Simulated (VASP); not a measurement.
# SrO (P6_3mc) in VASP: further runs, part 3 of 3

VASP 6.6.1. The steps go on from the part before.

### Step 5. Relaxation of cell and atoms, r2SCAN

This run uses another cell than the first one, of 20.40 Å³/atom.

The input, POSCAR:

```
SrO
1.0
    4.2754662700      0.0000000000      0.0000000000
   -2.1377331300      3.7026624000      0.0000000000
    0.0000000000      0.0000000000      5.1555949900
Sr O
2 2
Direct
    0.3333333333      0.6666666667      0.9381277000
    0.6666666667      0.3333333333      0.4381277000
    0.3333333333      0.6666666667      0.4368723000
    0.6666666667      0.3333333333      0.9368723000
```

The input, INCAR.step1:

```
SYSTEM = SrO
PREC = Accurate
ENCUT = 600
ISMEAR = 0
SIGMA = 0.01
LREAL = .FALSE.
LASPH = .TRUE.
NELM = 100
GGA = PE
ALGO = Normal
EDIFF = 1E-4
LWAVE = .TRUE.
LCHARG = .FALSE.
```

The input, INCAR.step2:

```
SYSTEM = SrO
PREC = Accurate
ENCUT = 600
EDIFF = 1E-6
ISMEAR = 0
SIGMA = 0.01
LREAL = .FALSE.
LASPH = .TRUE.
NELM = 100
ALGO = Normal
ISIF = 3
LWAVE = .FALSE.
LCHARG = .FALSE.
METAGGA = R2SCAN
LMIXTAU = .TRUE.
IBRION = 2
NSW = 80
EDIFFG = -0.01
ISTART = 1
```

The input, KPOINTS:

```
Automatic mesh
0
G
  6 6 4
  0 0 0
```

On the command line:

```
> cat potpaw_PBE.64/Sr_sv/POTCAR potpaw_PBE.64/O/POTCAR > POTCAR
> cp INCAR.step1 INCAR
> mpirun -np 1 vasp_std > vasp.out
> cp INCAR.step2 INCAR
> mpirun -np 1 vasp_std > vasp.out
```

Wall time 9.6 min (1 thread of Intel Xeon 8259CL, shared host); peak memory 0.27 GiB.

It converged, with:

| Property | Result |
| --- | --- |
| Free energy | -53.7701 eV |
| Relaxed volume | 20.42 Å³/atom |
| Relaxed cell | a = 4.279 Å, b = 4.279 Å, c = 5.151 Å, α = 90.00°, β = 90.00°, γ = 120.00° |
| Space group after relaxing (to 0.1 Å) | P6_3/mmc (No. 194) |
| Energy gained by relaxing | 0.0 meV/atom |
| Ionic steps | 3 |
| Pressure after relaxing | 0.0 GPa |
| Largest force after relaxing | 0.007 eV/Å |
| Band gap on the k mesh | 3.00 eV |

Forces in eV/Å, atoms in the order of the input:
```
Sr   0.000  0.000 -0.007
Sr   0.000  0.000 -0.007
O    0.000  0.000  0.007
O    0.000  0.000  0.007
```

Final structure:
```cif
data_structure
_symmetry_space_group_name_H-M 'P 1'
_symmetry_Int_Tables_number 1
_cell_length_a 4.2790
_cell_length_b 4.2790
_cell_length_c 5.1509
_cell_angle_alpha 90.000
_cell_angle_beta 90.000
_cell_angle_gamma 120.000
_cell_volume 81.68
loop_
_atom_site_label
_atom_site_type_symbol
_atom_site_fract_x
_atom_site_fract_y
_atom_site_fract_z
_atom_site_occupancy
Sr1 Sr 0.33333 0.66667 0.93779 1
Sr2 Sr 0.66667 0.33333 0.43779 1
O1 O 0.33333 0.66667 0.43721 1
O2 O 0.66667 0.33333 0.93721 1
```

Levels at points of the mesh, in eV from the valence-band top:
| k point | band 14 | band 15 | band 16 | band 17 | band 18 | band 19 |
| --- | --- | --- | --- | --- | --- | --- |
| (0.00, 0.00, 0.00) | -0.88 | -0.33 | 0.00 | 3.00 | 6.71 | 6.71 |
| (0.50, 0.00, 0.00) | -0.35 | -0.32 | -0.27 | 4.62 | 5.25 | 5.61 |
| (0.00, 0.00, 0.50) | -1.08 | -1.08 | -1.08 | 4.70 | 4.70 | 8.46 |
| (0.50, 0.00, 0.50) | -0.89 | -0.43 | -0.43 | 5.28 | 5.28 | 7.97 |

Caveat: the PAW data sets were made with another functional, which shifts forces and pressure a little.

### Step 6. Relaxation of cell and atoms, r2SCAN+rVV10

This run uses another cell than the first one, of 20.40 Å³/atom.

POSCAR is that of step 5.

The input, INCAR.step1:

```
ALGO = Normal
EDIFF = 1E-4
ENCUT = 600
GGA = PE
ISMEAR = 0
LASPH = True
LCHARG = False
LREAL = False
LWAVE = True
NELM = 80
PREC = Accurate
SIGMA = 0.01
```

The input, INCAR.step2:

```
ALGO = Normal
BPARAM = 11.95
CPARAM = 0.0093
EDIFF = 1E-6
EDIFFG = -0.01
ENCUT = 600
IBRION = 2
ISIF = 3
ISMEAR = 0
ISTART = 1
IVDW_NL = 2
LASPH = True
LCHARG = False
LMIXTAU = True
LREAL = False
LUSE_VDW = True
LWAVE = False
METAGGA = R2SCAN
NELM = 80
NSW = 80
PREC = Accurate
SIGMA = 0.01
```

The input, KPOINTS:

```
k-points
0
Gamma
  6 6 4
```

Potentials or basis: VASP PAW PBE potentials, release 64 (Sr_sv, O).

On the command line:

```
> cat potpaw_PBE.64/Sr_sv/POTCAR potpaw_PBE.64/O/POTCAR > POTCAR
> cp INCAR.step1 INCAR
> mpirun -np 1 vasp_std > vasp.out
> cp INCAR.step2 INCAR
> mpirun -np 1 vasp_std > vasp.out
```

Wall time 31 min (1 thread of Intel Xeon 8259CL, shared host); peak memory 0.46 GiB.

It converged, with:

| Item | Value |
| --- | --- |
| Free energy | -52.8874 eV |
| Relaxed volume | 20.22 Å³/atom |
| Relaxed cell | a = 4.263 Å, b = 4.263 Å, c = 5.139 Å, α = 90.00°, β = 90.00°, γ = 120.00° |
| Space group after relaxing (to 0.1 Å) | P6_3/mmc (No. 194) |
| Energy gained by relaxing | 0.4 meV/atom |
| Ionic steps | 6 |
| Pressure after relaxing | 0.0 GPa |
| Band gap on the k mesh | 2.93 eV |

The path:
| step | energy change (eV) | largest force (eV/Å) | pressure (GPa) | volume (Å³) |
| --- | --- | --- | --- | --- |
| 1 | 0.0000 | 0.0158 | -0.67 | 81.62 |
| 2 | -0.0013 | 0.0131 | 0.29 | 80.62 |
| 3 | -0.0016 | 0.0139 | 0.00 | 80.89 |
| 4 | -0.0016 | 0.0138 | 0.01 | 80.88 |
| 5 | -0.0016 | 0.0111 | 0.02 | 80.88 |
| 6 | -0.0016 | 0.0009 | 0.02 | 80.88 |

Final structure:
```cif
data_structure
_symmetry_space_group_name_H-M 'P 1'
_symmetry_Int_Tables_number 1
_cell_length_a 4.2628
_cell_length_b 4.2628
_cell_length_c 5.1392
_cell_angle_alpha 90.000
_cell_angle_beta 90.000
_cell_angle_gamma 120.000
_cell_volume 80.88
loop_
_atom_site_label
_atom_site_type_symbol
_atom_site_fract_x
_atom_site_fract_y
_atom_site_fract_z
_atom_site_occupancy
Sr1 Sr 0.33333 0.66667 0.93752 1
Sr2 Sr 0.66667 0.33333 0.43752 1
O1 O 0.33333 0.66667 0.43748 1
O2 O 0.66667 0.33333 0.93748 1
```

Levels at points of the mesh, in eV from the valence-band top:
```
           k point  band 13  band 14  band 15  band 16  band 17  band 18  band 19  band 20
(0.00, 0.00, 0.00)    -0.89    -0.89    -0.32     0.00     2.93     6.74     6.74     7.66
(0.50, 0.00, 0.00)    -0.36    -0.35    -0.33    -0.27     4.55     5.21     5.61     7.85
(0.00, 0.00, 0.50)    -1.09    -1.09    -1.09    -1.09     4.63     4.63     8.50     8.50
(0.50, 0.00, 0.50)    -0.91    -0.91    -0.43    -0.43     5.22     5.22     8.00     8.00
```

Caveat: the PAW data sets were made with another functional, which shifts forces and pressure a little.

### Step 7. Relaxation of cell and atoms, r2SCAN+D4

This run uses another cell than the first one, of 20.40 Å³/atom.

POSCAR is that of step 6.

The input, INCAR.step1:

```
PREC = Accurate ; ENCUT = 600
ISMEAR = 0 ; SIGMA = 0.01
LREAL = False ; LASPH = True
NELM = 80 ; GGA = PE
ALGO = Normal ; EDIFF = 1E-4
LWAVE = True ; LCHARG = False
```

The input, INCAR.step2:

```
PREC = Accurate ; ENCUT = 600
EDIFF = 1E-7 ; ISMEAR = 0
SIGMA = 0.01 ; LREAL = False
LASPH = True ; NELM = 80
ALGO = Normal ; ISIF = 3
LWAVE = False ; LCHARG = False
METAGGA = R2SCAN ; LMIXTAU = True
IVDW = 13 ; VDW_S6 = 1.0
VDW_S8 = 0.6018749 ; VDW_A1 = 0.51559235
VDW_A2 = 5.77342911 ; IBRION = 2
NSW = 80 ; EDIFFG = -0.01
ISTART = 1
```

The input, KPOINTS:

```
Automatic mesh
0
Gamma
  6 6 4
```

On the command line:

```
> cat potpaw_PBE.64/Sr_sv/POTCAR potpaw_PBE.64/O/POTCAR > POTCAR
> cp INCAR.step1 INCAR
> mpirun -np 1 vasp_std > vasp.out
> cp INCAR.step2 INCAR
> mpirun -np 1 vasp_std > vasp.out
```

Wall time 20 min (1 thread of Intel Xeon 8259CL, shared host); peak memory 0.28 GiB.

Results (log left out):

```yaml
Free_energy: -53.9827 eV
Relaxed_volume: 20.28 Å³/atom
Relaxed_cell: a = 4.268 Å, b = 4.268 Å, c = 5.143 Å, α = 90.00°, β = 90.00°, γ = 120.00°
Space_group_after_relaxing_to_0.1_Å: P6_3/mmc (No. 194)
Energy_gained_by_relaxing: 0.2 meV/atom
Ionic_steps: 6
Pressure_after_relaxing: 0.0 GPa
Band_gap_on_the_k_mesh: 3.03 eV
Dispersion_energy_per_atom: -0.053 eV
```

Step by step:
```csv
step,energy change (eV),largest force (eV/Å),pressure (GPa),volume (Å³)
1,0.0000,0.0155,-0.44,81.62
2,-0.0006,0.0126,0.18,80.95
3,-0.0007,0.0134,0.01,81.13
4,-0.0007,0.0134,0.02,81.12
5,-0.0007,0.0103,0.02,81.12
6,-0.0008,0.0006,0.01,81.13
```

Final structure:
```
Sr O
1.0
     4.26793    0.00000    0.00000
    -2.13397    3.69614    0.00000
     0.00000    0.00000    5.14277
Sr O
2 2
Cartesian
  0.0000 2.4641 4.8214
  2.1340 1.2320 2.2501
  0.0000 2.4641 2.2499
  2.1340 1.2320 4.8212
```

Levels at points of the mesh, in eV from the valence-band top:
```
           k point  band 13  band 14  band 15  band 16  band 17  band 18  band 19  band 20
(0.00, 0.00, 0.00)    -0.89    -0.89    -0.32     0.00     3.03     6.73     6.73     7.71
(0.50, 0.00, 0.00)    -0.36    -0.35    -0.33    -0.27     4.63     5.26     5.62     7.86
(0.00, 0.00, 0.50)    -1.09    -1.09    -1.09    -1.09     4.73     4.73     8.49     8.49
(0.50, 0.00, 0.50)    -0.90    -0.90    -0.43    -0.43     5.30     5.30     8.00     8.00
```

Caveat: the PAW data sets were made with another functional, which shifts forces and pressure a little.

### Step 8. The runs side by side

| task | level | cell | cutoff (eV) | gap on the mesh (eV) | pressure (GPa) | relaxed volume (Å³/atom) | largest force (eV/Å) |
| --- | --- | --- | --- | --- | --- | --- | --- |
| single point | r2SCAN+rVV10 | a = 4.256, b = 4.256, c = 5.128 Å, angles 90.0, 90.0, 120.0°, 4 atoms | 520 | 2.94 | 0.5 | - | 0.01 |
| single point | r2SCAN+D4 | a = 4.261, b = 4.261, c = 5.135 Å, angles 90.0, 90.0, 120.0°, 4 atoms | 520 | 3.04 | 0.5 | - | 0.01 |
| single point | r2SCAN | a = 4.270, b = 4.270, c = 5.145 Å, angles 90.0, 90.0, 120.0°, 4 atoms | 520 | 3.02 | 0.5 | - | 0.01 |
| relaxation of cell and atoms | r2SCAN | relaxed from a = 4.275, b = 4.275, c = 5.156 Å, angles 90.0, 90.0, 120.0°, 4 atoms | 600 | 3.00 | 0.0 | 20.42 | 0.01 |
| relaxation of cell and atoms | r2SCAN+rVV10 | relaxed from a = 4.275, b = 4.275, c = 5.156 Å, angles 90.0, 90.0, 120.0°, 4 atoms | 600 | 2.93 | 0.0 | 20.22 | - |
| relaxation of cell and atoms | r2SCAN+D4 | relaxed from a = 4.275, b = 4.275, c = 5.156 Å, angles 90.0, 90.0, 120.0°, 4 atoms | 600 | 3.03 | 0.0 | 20.28 | - |

Alike in all rows: potentials or basis VASP PAW PBE potentials, release 64 (Sr_sv, O); no spin polarisation; k mesh 6 × 6 × 4; smearing gaussian 0.01 eV.

Caveats: the PAW data sets were made with another functional, which shifts forces and pressure a little.

Total energies depend on the potentials used, so only differences within one code and one set of settings carry meaning.
